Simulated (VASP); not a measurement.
# CdTe (sol) (F-43m) in VASP: further runs, part 2 of 2

VASP 6.6.1.

## Step 4: Single point, PBEsol

This run uses another cell than the first one, of 34.18 Å³/atom, 1.004 times its volume.

Input file INCAR:

```
SYSTEM = CdTe
PREC = Accurate
ENCUT = 500
EDIFF = 1E-6
ISMEAR = 0
SIGMA = 0.01
LREAL = .FALSE.
LASPH = .TRUE.
NELM = 120
ALGO = Normal
ISIF = 2
LWAVE = .FALSE.
LCHARG = .FALSE.
GGA = PS
NBANDS = 16
GGA_COMPAT = .FALSE.
```

Input file KPOINTS:

```
regular mesh
0
G
  6 6 6
  0 0 0
```

Input file POSCAR:

```
CdTe
1.0
    0.0000000000      3.2452746365      3.2452746365
    3.2452746365      0.0000000000      3.2452746365
    3.2452746365      3.2452746365      0.0000000000
Cd Te
1 1
Direct
    0.0000000000      0.0000000000      0.0000000000
    0.2500000000      0.2500000000      0.2500000000
```

Potentials or basis: VASP PAW PBE potentials, release 64 (Cd, Te).

Started as:

```sh
cat potpaw_PBE.64/Cd/POTCAR potpaw_PBE.64/Te/POTCAR > POTCAR
mpirun -np 1 vasp_std > vasp.out
```

OUTCAR:

```text
SYSTEM = CdTe
   PREC = Accurate
   ENCUT = 500
   EDIFF = 1E-6
   ISMEAR = 0
   LREAL = .FALSE.
   LASPH = .TRUE.
   NELM = 120
   ISIF = 2
   GGA = PS

 ion  position               nearest neighbor table
   1  0.000  0.000  0.000-   2 2.81   2 2.81   2 2.81   2 2.81
   2  0.250  0.250  0.250-   1 2.81   1 2.81   1 2.81   1 2.81

  LATTYP: Found a face centered cubic cell.
 ALAT       =     6.4905492730

  Lattice vectors:

 A1 = (   0.0000000000,   3.2452746365,   3.2452746365)
 A2 = (   3.2452746365,   0.0000000000,   3.2452746365)
 A3 = (   3.2452746365,   3.2452746365,   0.0000000000)

Analysis of symmetry for initial positions (statically):
=====================================================================
 Subroutine PRICEL returns:
 Original cell was already a primitive cell.

 Routine SETGRP: Setting up the symmetry group for a
 face centered cubic supercell.

 Subroutine GETGRP returns: Found 24 space group operations
 (whereof 24 operations were pure point group operations)
 out of a pool of 48 trial point group operations.

The static configuration has the point symmetry T_d .

Analysis of symmetry for dynamics (positions and initial velocities):
=====================================================================
 Subroutine PRICEL returns:
 Original cell was already a primitive cell.

 Routine SETGRP: Setting up the symmetry group for a
 face centered cubic supercell.

 Subroutine GETGRP returns: Found 24 space group operations
 (whereof 24 operations were pure point group operations)
 out of a pool of 48 trial point group operations.

The dynamic configuration has the point symmetry T_d .

 Subroutine INISYM returns: Found 24 space group operations
 (whereof 24 operations are pure point group operations),
 and found     1 'primitive' translations

[... 100 lines left out ...]
   ISMEAR =     0;   SIGMA  =   0.01  broadening in eV -4-tet -1-fermi 0-gaus
   EFERMI_NEDOS =   21; number of points for ismear=-14 and -15
   IALGO  =     38    algorithm
   IMIX   =      4    mixing-type and parameters
     AMIX     =   0.40;   BMIX     =  1.00
     AMIX_MAG =   1.60;   BMIX_MAG =  1.00
  volume/ion in A,a.u.               =      34.18       230.65
  Fermi-wavevector in a.u.,A,eV,Ry     =   1.049311  1.982910 14.980742  1.101054
  Thomas-Fermi vector in A             =   2.184268
   LORBIT       =      0    0 simple, 1 ext, 2 COOP (PROOUT), +10 PAW based schemes
   GGA     = PS    functional components
   LHFCALC =     F    Hartree Fock is set to
   AEXX    =    0.0000 exact exchange contribution
   IVDW    =     0    specifies the selected vdW correction
   LEPSILON=     F    determine dielectric tensor
   LRPA    =     F    only Hartree local field effects (RPA)
 non-spin polarized calculation
 Gauss-broadening in eV      SIGMA  =   0.01
  energy-cutoff  :      500.00
  volume of cell :       68.36
 maximum number of plane-waves:      1807
 NGX is ok and might be reduce to    36
   NGX = 17   NGY = 17   NGZ = 17

 number of electron      17.9999997 magnetization

 Free energy of the ion-electron system (eV)
  ---------------------------------------------------
  ext. energy  EPLUGINS =         0.00000000
  ---------------------------------------------------
  free energy    TOTEN  =        -5.48357680 eV

  energy without entropy =       -5.48357680  energy(sigma->0) =       -5.48357680

 E-fermi :   2.2190     XC(G=0):  -8.7601

 val. band max:        2.1745583715   @ k =   0.0000   0.0000   0.0000
 cond. band min:       2.8218276039   @ k =   0.0000   0.0000   0.0000
 fundamental gap:      0.6472692324
 Fermi energy:         2.2189623124

 k-point     1 :       0.0000    0.0000    0.0000
  band No.  band energies     occupation
      1      -9.0119      2.00000
      2      -6.0697      2.00000
      3      -6.0697      2.00000
      4      -6.0697      2.00000
      5      -5.8083      2.00000
      6      -5.8083      2.00000
[... 281 lines left out ...]
      3      -5.9373      2.00000
      4      -5.8565      2.00000
      5      -5.7955      2.00000
      6      -5.2678      2.00000
[... 8 lines left out ...]
     15      13.2015      0.00000
     16      13.4359      0.00000

------------------------ aborting loop because EDIFF is reached ----------------------------------------

  FORCE on cell =-STRESS in cart. coord.  units (eV):
  Direction    XX          YY          ZZ          XY          YZ          ZX
  --------------------------------------------------------------------------------------
  -------------------------------------------------------------------------------------
  Total        0.0659437      0.0659437      0.0659437      0.0000000      0.0000000      0.0000000
  in kB        1.5456080      1.5456080      1.5456080      0.0000000      0.0000000      0.0000000
  external PRESSURE =       1.5456080 kB  Pullay stress =       0.0000000 kB

 VOLUME and BASIS-vectors are now :
 -----------------------------------------------------------------------------
  energy-cutoff  :      500.00
  volume of cell :       68.36
      direct lattice vectors                 reciprocal lattice vectors
     0.000000000  3.245274637  3.245274637    -0.154070165  0.154070165  0.154070165
     3.245274637  0.000000000  3.245274637     0.154070165 -0.154070165  0.154070165
     3.245274637  3.245274637  0.000000000     0.154070165  0.154070165 -0.154070165

 POSITION                                       TOTAL-FORCE (eV/Angst)
 -----------------------------------------------------------------------------------
      0.00000      0.00000      0.00000        -0.000000     -0.000000     -0.000000
      1.62264      1.62264      1.62264         0.000000      0.000000      0.000000
 -----------------------------------------------------------------------------------
    total drift:                                0.000000      0.000000      0.000000

  FREE ENERGIE OF THE ION-ELECTRON SYSTEM (eV)
  ---------------------------------------------------
  free  energy   TOTEN  =        -5.4835768000 eV

  energy  without entropy=       -5.4835768000  energy(sigma->0) =       -5.48357680
```

Run time: 22 s. Hardware: 1 thread of Intel Xeon 6975P-C, shared host; peak memory 0.21 GiB.

Results:

- Free energy: -5.4836 eV
- Pressure: 0.2 GPa
- Band gap on the k mesh: 0.65 eV, direct

Caveat: the PAW data sets were made with another functional, which shifts forces and pressure a little; spin-orbit coupling is left out, which moves the levels of the heavy elements. PBEsol gaps usually lie below the measured ones, often by a third to a half.

## Step 5: Single point, PBEsol

This run uses another cell than the first one, of 34.18 Å³/atom, 1.004 times its volume.

Input file INCAR:

```
  ALGO = Normal
  EDIFF = 1E-6
  ENCUT = 500
  GGA = PS
  GGA_COMPAT = False
  ISIF = 2
  ISMEAR = 0
  LASPH = True
  LCHARG = False
  LREAL = False
  LWAVE = False
  NBANDS = 16
  NELM = 120
  PREC = Accurate
  SIGMA = 0.01
```

Input file KPOINTS:

```
k-points
0
Gamma
  6 6 6
```

POSCAR is that of step 4.

Started as:

```sh
cat potpaw_PBE.64/Cd/POTCAR potpaw_PBE.64/Te/POTCAR > POTCAR
mpirun -np 1 vasp_std > vasp.out
```

It took 21 s on 1 thread of Intel Xeon 6975P-C, shared host; peak memory 0.21 GiB.

The run converged. Its results:

| Item | Value |
| --- | --- |
| Free energy | -5.4836 eV |
| Pressure | 0.2 GPa |
| Band gap on the k mesh | 0.65 eV, direct |

Levels at points of the mesh, in eV from the valence-band top:
| k point | band 7 | band 8 | band 9 | band 10 | band 11 | band 12 |
| --- | --- | --- | --- | --- | --- | --- |
| (0.00, 0.00, 0.00) | 0.00 | 0.00 | 0.00 | 0.65 | 4.55 | 4.55 |
| (0.50, 0.00, 0.00) | -4.45 | -0.78 | -0.78 | 1.73 | 5.13 | 5.13 |
| (0.50, 0.50, 0.00) | -4.33 | -1.87 | -1.87 | 2.50 | 2.60 | 8.70 |

Caveat: the PAW data sets were made with another functional, which shifts forces and pressure a little; spin-orbit coupling is left out, which moves the levels of the heavy elements. PBEsol gaps usually lie below the measured ones, often by a third to a half.

## Step 6: Relaxation of cell and atoms, PBEsol

Input file INCAR:

```
  ALGO = Normal
  EDIFF = 1E-7
  EDIFFG = -0.002
  ENCUT = 500
  GGA = PS
  GGA_COMPAT = F
  IBRION = 2
  ISIF = 3
  ISMEAR = 0
  LASPH = T
  LCHARG = F
  LREAL = F
  LWAVE = F
  NELM = 120
  NELMIN = 4
  NSW = 100
  PREC = Accurate
  SIGMA = 0.02
```

KPOINTS is that of step 5.

Input file POSCAR:

```
CdTe
1.0
    0.0000000000      3.2405000000      3.2405000000
    3.2405000000      0.0000000000      3.2405000000
    3.2405000000      3.2405000000      0.0000000000
Cd Te
1 1
Direct
    0.0000000000      0.0000000000      0.0000000000
    0.2500000000      0.2500000000      0.2500000000
```

Potentials or basis: VASP PAW PBE potentials, release 64 (Cd, Te).

Started as:

```sh
cat potpaw_PBE.64/Cd/POTCAR potpaw_PBE.64/Te/POTCAR > POTCAR
mpirun -np 1 vasp_std > vasp.out
```

Run time: 44 s. Hardware: 1 thread of Intel Xeon 6975P-C, shared host; peak memory 0.22 GiB.

The run converged. Its results:

```
Free energy                            : -5.4837 eV
Relaxed volume                         : 34.30 Å³/atom
Relaxed cell                           : a = 4.595 Å, b = 4.595 Å, c = 4.595 Å, α = 60.00°, β = 60.00°, γ = 60.00°
Space group after relaxing (to 0.05 Å) : F-43m (No. 216)
Energy gained by relaxing              : 0.3 meV/atom
Ionic steps                            : 3
Pressure after relaxing                : 0.0 GPa
Band gap on the k mesh                 : 0.64 eV, direct
```

The path:
```tsv
step	energy change (eV)	largest force (eV/Å)	pressure (GPa)	volume (Å³)
1	0.0000	0.0000	0.34	68.06
2	-0.0005	0.0000	-0.10	68.78
3	-0.0006	0.0000	0.00	68.60
```

Final structure:
```xyz
2
Lattice="0.0000 3.2492 3.2492 3.2492 0.0000 3.2492 3.2492 3.2492 0.0000" Properties=species:S:1:pos:R:3 pbc="T T T"
Cd    0.0000    0.0000    0.0000
Te    1.6246    1.6246    1.6246
```

Levels at points of the mesh, in eV from the valence-band top:
| k point | band 7 | band 8 | band 9 | band 10 | band 11 | band 12 |
| --- | --- | --- | --- | --- | --- | --- |
| (0.00, 0.00, 0.00) | 0.00 | 0.00 | 0.00 | 0.64 | 4.55 | 4.55 |
| (0.50, 0.00, 0.00) | -4.43 | -0.77 | -0.77 | 1.72 | 5.13 | 5.13 |
| (0.50, 0.50, 0.00) | -4.31 | -1.86 | -1.86 | 2.51 | 2.60 | 8.68 |

Caveat: the PAW data sets were made with another functional, which shifts forces and pressure a little; spin-orbit coupling is left out, which moves the levels of the heavy elements.

## Step 7: Overview

```tsv
task	cell	smearing	gap on the mesh (eV)	pressure (GPa)
single point	a = 4.583 Å, angles 60.0°, 2 atoms	gaussian 0.1 eV	0.66	0.3
single point	a = 4.590 Å, angles 60.0°, 2 atoms	gaussian 0.02 eV	0.65	0.2
single point	a = 4.590 Å, angles 60.0°, 2 atoms	gaussian 0.01 eV	0.65	0.2
relaxation of cell and atoms	relaxed from a = 4.583 Å, angles 60.0°, 2 atoms	gaussian 0.02 eV	0.64	0.0
```

Alike in all rows: level PBEsol; potentials or basis VASP PAW PBE potentials, release 64 (Cd, Te); no spin polarisation; k mesh 6 × 6 × 6; cutoff (eV) 500.

Caveats: the PAW data sets were made with another functional, which shifts forces and pressure a little; spin-orbit coupling is left out, which moves the levels of the heavy elements.

Absolute energies hang on the potentials; compare differences alone.
